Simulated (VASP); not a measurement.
Input of a VASP 6.6.1 run:

INCAR

```
SYSTEM = Mg
PREC = Accurate
ENCUT = 520
EDIFF = 1E-6
ISMEAR = -1
SIGMA = 0.05
LREAL = .False.
LASPH = .True.
NELM = 60
ALGO = Fast
ISIF = 2
LWAVE = .False.
LCHARG = .True.
GGA = PE
LELF = .True.
LVHAR = .True.
NBANDS = 12
```

The input KPOINTS:

```
Automatic mesh
0
Gamma
  10 10 3
  0 0 0
```

POSCAR

```
Mg
1.0
    3.2186313040      0.0000000000      0.0000000000
   -1.6093156520      2.7874164746      0.0000000000
    0.0000000000      0.0000000000     10.4546520822
Mg
4
Direct
    0.6666666667      0.3333333333      0.7500000000
    0.0000000000      0.0000000000      0.5000000000
    0.3333333333      0.6666666667      0.2500000000
    0.0000000000      0.0000000000      0.0000000000
```

Potentials or basis: VASP PAW PBE potentials, release 64 (Mg).

The run is started by

```sh
$ cat potpaw_PBE.64/Mg/POTCAR > POTCAR
$ mpirun -np 1 vasp_std > vasp.out
```

Task: Estimate the pressure.

Result: -0.6 GPa.

Task: What does it give for the band gap on the k mesh?

Result: Zero (band 4 reaches 3.18 eV, above the bottom of band 5 at 1.28 eV).

Stress tensor (GPa, compression positive):
```
-0.96  0.00  0.00
 0.00 -0.96  0.00
 0.00  0.00  0.01
```
